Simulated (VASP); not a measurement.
# Pt (Im-3m) in VASP: single point with PBEsol

Aim: the single point of Pt with PBEsol.

Everything below comes from runs of VASP 6.6.1. Logs are shortened: lines on timing, memory, paths and dates and some standing lists are left out, and cuts for length are marked.

**1. The cell of the first run**

Symmetry: Im-3m, No. 229, cubic system. The conventional cell has a = 3.168 Å, b = 3.168 Å, c = 3.168 Å, α = 90.00°, β = 90.00°, γ = 90.00°. Within 3.6 Å of Pt (site symmetry m-3m) lie 14 Pt at 2.74 to 3.17 Å.

**2. Single point, PBEsol**

INCAR

```
SYSTEM = Pt
ALGO = Normal
EDIFF = 1E-6
ENCUT = 520
GGA = PS
ISIF = 2
ISMEAR = -1
LASPH = .True.
LCHARG = .True.
LELF = .True.
LREAL = .False.
LVHAR = .True.
LWAVE = .False.
NBANDS = 11
NELM = 80
PREC = Accurate
SIGMA = 0.1
```

KPOINTS

```
k-points
0
Gamma
  13 13 13
  0 0 0
```

POSCAR

```
Pt
1.0
    2.7439500000      0.0000000000      0.0000000000
   -0.9146499714      2.5870208798      0.0000000000
   -0.9146499714     -1.2935103791      2.2404258371
Pt
1
Direct
    0.0000000000      0.0000000000      0.0000000000
```

Potentials or basis: VASP PAW PBE potentials, release 64 (Pt).

Command:

```bash
cat potpaw_PBE.64/Pt/POTCAR > POTCAR
mpirun -np 1 vasp_std > vasp.out
```

OUTCAR:

```text
SYSTEM = Pt
   EDIFF = 1E-6
   ENCUT = 520
   GGA = PS
   ISIF = 2
   ISMEAR = -1
   LASPH = .True.
   LREAL = .False.
   NELM = 80
   PREC = Accurate

 ion  position               nearest neighbor table
   1  0.000  0.000  0.000-

  LATTYP: Found a body centered cubic cell.
 ALAT       =     3.1684405423

  Lattice vectors:

 A1 = (   2.7439500000,   0.0000000000,   0.0000000000)
 A2 = (  -0.9146499714,   2.5870208798,   0.0000000000)
 A3 = (  -0.9146499714,  -1.2935103791,   2.2404258371)

Analysis of symmetry for initial positions (statically):
=====================================================================
 Subroutine PRICEL returns:
 Original cell was already a primitive cell.

 Routine SETGRP: Setting up the symmetry group for a
 body centered cubic supercell.

 Subroutine GETGRP returns: Found 48 space group operations
 (whereof 48 operations were pure point group operations)
 out of a pool of 48 trial point group operations.

The static configuration has the point symmetry O_h .

Analysis of symmetry for dynamics (positions and initial velocities):
=====================================================================
 Subroutine PRICEL returns:
 Original cell was already a primitive cell.

 Routine SETGRP: Setting up the symmetry group for a
 body centered cubic supercell.

 Subroutine GETGRP returns: Found 48 space group operations
 (whereof 48 operations were pure point group operations)
 out of a pool of 48 trial point group operations.

The dynamic configuration has the point symmetry O_h .

 Subroutine INISYM returns: Found 48 space group operations
 (whereof 48 operations are pure point group operations),
 and found     1 'primitive' translations

----------------------------------------------------------------------------------------

                                     Primitive cell

  volume of cell :      15.9040

  direct lattice vectors                    reciprocal lattice vectors
     2.743950000  0.000000000  0.000000000     0.364438128  0.128848331  0.223171849
    -0.914649971  2.587020880  0.000000000     0.000000000  0.386545005  0.223171849
    -0.914649971 -1.293510379  2.240425837     0.000000000  0.000000000  0.446343719

  length of vectors
     2.743950000  2.743950000  2.743950000     0.446343719  0.446343719  0.446343719

  position of ions in fractional coordinates (direct lattice)
     0.000000000  0.000000000  0.000000000

  ion indices of the primitive-cell ions
   primitive index   ion index
                 1           1

----------------------------------------------------------------------------------------

 KPOINTS: k-points

Automatic generation of k-mesh.
 Grid dimensions read from file:
 generate k-points for:   13   13   13

 Generating k-lattice:

  Cartesian coordinates                     Fractional coordinates (reciprocal lattice)
     0.028033702  0.009911410  0.017167065     0.076923077  0.000000000  0.000000000
     0.000000000  0.029734231  0.017167065     0.000000000  0.076923077  0.000000000
     0.000000000  0.000000000  0.034334132     0.000000000  0.000000000  0.076923077

  Length of vectors
     0.034334132  0.034334132  0.034334132

  Shift w.r.t. Gamma in fractional coordinates (k-lattice)
     0.000000000  0.000000000  0.000000000

 Subroutine IBZKPT returns following result:
 ===========================================

 Found     84 irreducible k-points:

 Following reciprocal coordinates:
            Coordinates               Weight
  0.000000  0.000000  0.000000      1.000000
  0.076923 -0.000000  0.000000     12.000000
  0.153846 -0.000000  0.000000     12.000000
  0.230769 -0.000000  0.000000     12.000000
  0.307692 -0.000000  0.000000     12.000000
  0.384615  0.000000  0.000000     12.000000
[... 16 lines left out ...]
  0.153846  0.076923  0.076923     24.000000
  0.230769  0.076923  0.076923     24.000000
 [... further k-points ...]
   k-points           NKPTS =     84   k-points in BZ     NKDIM =     84   number of bands    NBANDS=     11
   number of dos      NEDOS =    301   number of ions     NIONS =      1
   total plane-waves  NPLWV =   8000
   dimension x,y,z NGX =    20 NGY =   20 NGZ =   20
   dimension x,y,z NGXF=    40 NGYF=   40 NGZF=   40
   ions per type =               1
   NGX,Y,Z   is equivalent  to a cutoff of  12.12, 12.12, 12.12 a.u.
   NGXF,Y,Z  is equivalent  to a cutoff of  24.23, 24.23, 24.23 a.u.
 SYSTEM =  Pt
   PREC   = accura    normal or accurate (medium, high low for compatibility)
   ISTART =      0    job   : 0-new  1-cont  2-samecut
   ICHARG =      2    charge: 1-file 2-atom 10-const
   ISPIN  =      1    spin polarized calculation?
   LNONCOLLINEAR =      F non collinear calculations
   LSORBIT =      F    spin-orbit coupling
   LASPH  =      T    aspherical Exc in radial PAW
   ENCUT  =  520.0 eV  38.22 Ry    6.18 a.u.   5.10  5.10  5.10*2*pi/ulx,y,z
   NELM   =     80;   NELMIN=  2; NELMDL= -5     # of ELM steps
   EDIFF  = 0.1E-05   stopping-criterion for ELM
   LREAL  =      F    real-space projection
   EDIFFG = 0.1E-04   stopping-criterion for IOM
   NSW    =      0    number of steps for IOM
   IBRION =     -1    ionic relax: 0-MD 1-quasi-New 2-CG
   NFREE  =      0    steps in history (QN), initial steepest desc. (CG)
   ISIF   =      2    stress and relaxation
   ISYM   =      2    0-nonsym 1-usesym 2-fastsym
   POTIM  = 0.5000    time-step for ionic-motion
   TEBEG  =    0.0;   TEEND  =   0.0 temperature during run
   PSTRESS=    0.0 pullay stress
   NELECT =      10.0000    total number of electrons
   NUPDOWN=      -1.0000    fix difference up-down
   EMIN   =  10.00;   EMAX   =-10.00  energy-range for DOS
   EFERMI =   0.00;   METHOD = LEGACY
   ISMEAR =    -1;   SIGMA  =   0.10  broadening in eV -4-tet -1-fermi 0-gaus
   EFERMI_NEDOS =   21; number of points for ismear=-14 and -15
   IALGO  =     38    algorithm
   IMIX   =      4    mixing-type and parameters
     AMIX     =   0.40;   BMIX     =  1.00
     AMIX_MAG =   1.60;   BMIX_MAG =  1.00
  volume/ion in A,a.u.               =      15.90       107.33
  Fermi-wavevector in a.u.,A,eV,Ry     =   1.402510  2.650359 26.763122  1.967034
  Thomas-Fermi vector in A             =   2.525264
   LORBIT       =      0    0 simple, 1 ext, 2 COOP (PROOUT), +10 PAW based schemes
   GGA     = PS    functional components
   LHFCALC =     F    Hartree Fock is set to
   AEXX    =    0.0000 exact exchange contribution
   IVDW    =     0    specifies the selected vdW correction
   LEPSILON=     F    determine dielectric tensor
   LRPA    =     F    only Hartree local field effects (RPA)
 non-spin polarized calculation
  energy-cutoff  :      520.00
  volume of cell :       15.90
 maximum number of plane-waves:       442
   NGX = 11   NGY = 11   NGZ = 11

 number of electron      10.0000000 magnetization

 Free energy of the ion-electron system (eV)
  ---------------------------------------------------
  ext. energy  EPLUGINS =         0.00000000
  ---------------------------------------------------
  free energy    TOTEN  =        -6.83671301 eV

  energy without entropy =       -6.79849024  energy(sigma->0) =       -6.81760162

 E-fermi :   9.9495     XC(G=0): -13.3088

 val. band max:        9.9107922241   @ k =  -0.3846  -0.4615   0.1538
 cond. band min:       9.9549321887   @ k =  -0.3846  -0.4615   0.2308
 fundamental gap:      0.0441399646
 Fermi energy:         9.9494506713

 k-point     1 :       0.0000    0.0000    0.0000
  band No.  band energies     occupation
      1       0.4059      2.00000
      2       6.4486      2.00000
      3       6.4486      2.00000
      4       6.4486      2.00000
      5       8.9381      1.99992
      6       8.9381      1.99992
      7      26.9880      0.00000
      8      26.9880      0.00000
      9      26.9880      0.00000
     10      36.9148      0.00000
     11      36.9154      0.00000

 k-point     2 :       0.0769   -0.0000    0.0000
  band No.  band energies     occupation
      1       0.6445      2.00000
      2       6.3558      2.00000
      3       6.4478      2.00000
      4       6.6393      2.00000
      5       8.8206      1.99997
      6       8.9445      1.99991
      7      27.0903      0.00000
      8      27.1576      0.00000
      9      27.3374      0.00000
     10      34.3413      0.00000
     11      34.8272      0.00000

 k-point     3 :       0.1538   -0.0000    0.0000
  band No.  band energies     occupation
      1       1.3201      2.00000
      2       6.1077      2.00000
      3       6.4256      2.00000
      4       7.1940      2.00000
      5       8.5957      2.00000
      6       8.9692      1.99989
      7      27.0063      0.00000
      8      27.0657      0.00000
      9      28.3384      0.00000
     10      32.5609      0.00000
     11      32.6559      0.00000

 k-point     4 :       0.2308   -0.0000    0.0000
  band No.  band energies     occupation
      1       2.2684      2.00000
      2       5.7781      2.00000
      3       6.4377      2.00000
      4       8.0570      2.00000
      5       8.4993      2.00000
      6       9.0218      1.99981
      7      25.0271      0.00000
      8      26.2308      0.00000
      9      29.8573      0.00000
     10      32.0035      0.00000
     11      32.1760      0.00000
[... 239 lines left out ...]
 k-point    22 :       0.0769    0.0769    0.0769
  band No.  band energies     occupation
      1       1.7445      2.00000
      2       6.0501      2.00000
      3       6.0501      2.00000
      4       7.8054      2.00000
      5       8.7834      1.99998
      6       8.7834      1.99998
      7      26.9968      0.00000
      8      26.9968      0.00000
      9      28.0263      0.00000
     10      29.9066      0.00000
     11      34.3156      0.00000

 k-point    23 :       0.1538    0.0769    0.0769
  band No.  band energies     occupation
      1       2.6785      2.00000
      2       5.7085      2.00000
      3       5.9193      2.00000
      4       8.6661      1.99999
      5       8.8536      1.99997
      6       8.9485      1.99991
      7      25.1178      0.00000
      8      25.9837      0.00000
      9      27.3987      0.00000
     10      29.0758      0.00000
     11      35.1582      0.00000

 k-point    24 :       0.2308    0.0769    0.0769
  band No.  band energies     occupation
      1       3.5234      2.00000
      2       5.3993      2.00000
      3       6.1633      2.00000
      4       8.7008      1.99999
      5       9.0916      1.99962
      6      10.1251      0.29436
      7      21.8184      0.00000
      8      24.7123      0.00000
      9      26.1219      0.00000
     10      30.6367      0.00000
     11      36.0684      0.00000

 [... further k-points ...]

------------------------ aborting loop because EDIFF is reached ----------------------------------------

  FORCE on cell =-STRESS in cart. coord.  units (eV):
  Direction    XX          YY          ZZ          XY          YZ          ZX
  --------------------------------------------------------------------------------------
  -------------------------------------------------------------------------------------
  Total       -1.0986250     -1.0986250     -1.0986251     -0.0000000     -0.0000000     -0.0000000
  in kB     -110.6759794   -110.6759802   -110.6759837     -0.0000012     -0.0000030     -0.0000021
  external PRESSURE =    -110.6759811 kB  Pullay stress =       0.0000000 kB

 VOLUME and BASIS-vectors are now :
 -----------------------------------------------------------------------------
  energy-cutoff  :      520.00
  volume of cell :       15.90
      direct lattice vectors                 reciprocal lattice vectors
     2.743950000  0.000000000  0.000000000     0.364438128  0.128848331  0.223171849
    -0.914649971  2.587020880  0.000000000     0.000000000  0.386545005  0.223171849
    -0.914649971 -1.293510379  2.240425837     0.000000000  0.000000000  0.446343719

 POSITION                                       TOTAL-FORCE (eV/Angst)
 -----------------------------------------------------------------------------------
      0.00000      0.00000      0.00000        -0.000000     -0.000000      0.000000
 -----------------------------------------------------------------------------------
    total drift:                               -0.000000      0.000000     -0.000000

  FREE ENERGIE OF THE ION-ELECTRON SYSTEM (eV)
  ---------------------------------------------------
  free  energy   TOTEN  =        -6.8367130104 eV

  energy  without entropy=       -6.7984902351  energy(sigma->0) =       -6.81760162
```

It took 19 s on 1 thread of Intel Xeon 6975P-C, shared host; peak memory 0.1 GiB.

Results:

```
Free energy            : -6.8367 eV
Pressure               : -11.1 GPa
Band gap on the k mesh : zero (band 5 reaches 10.81 eV, above the bottom of band 6 at 8.78 eV)
```

Caveat: the PAW data sets were made with another functional, which shifts forces and pressure a little; spin-orbit coupling is left out, which moves the levels of the heavy elements.
